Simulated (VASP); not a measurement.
FePt, 2 atoms in the cell. The typed cell holds 2 atoms: a = 2.730 Å, b = 2.745 Å, c = 3.750 Å, α = 89.76°, β = 89.20°, γ = 89.24°. 

| Property | Result |
| --- | --- |
| Program | VASP 6.6.1 |
| Task | single point |
| Functional | PBEsol |
| Potentials or basis | VASP PAW PBE potentials, release 64 (Fe, Pt) |
| Cutoff | 520 eV |
| k mesh | 6 × 6 × 5 |
| Occupations | methfessel-paxton, width 0.05 eV |
| Spin | collinear spin, ferromagnetic start |
| Starting moments | [3.5, 0.0] μB |
| Dipole correction | no |
| Further INCAR settings | ALGO = Normal; EDIFF = 1e-06; NBANDS = 20 |

Potentials or basis: VASP PAW PBE potentials, release 64 (Fe, Pt).

Run with:

```bash
$ cat potpaw_PBE.64/Fe/POTCAR potpaw_PBE.64/Pt/POTCAR > POTCAR
$ mpirun -np 1 vasp_std > vasp.out
```

Hardware: 1 thread of AMD EPYC 7R13, on a shared host.

Task: Estimate the wall time of this run.

Result: It took 120 s on 1 thread of AMD EPYC 7R13, with other jobs on the host, peak memory 0.18 GiB. Counts: scf iterations 16, k points 92.
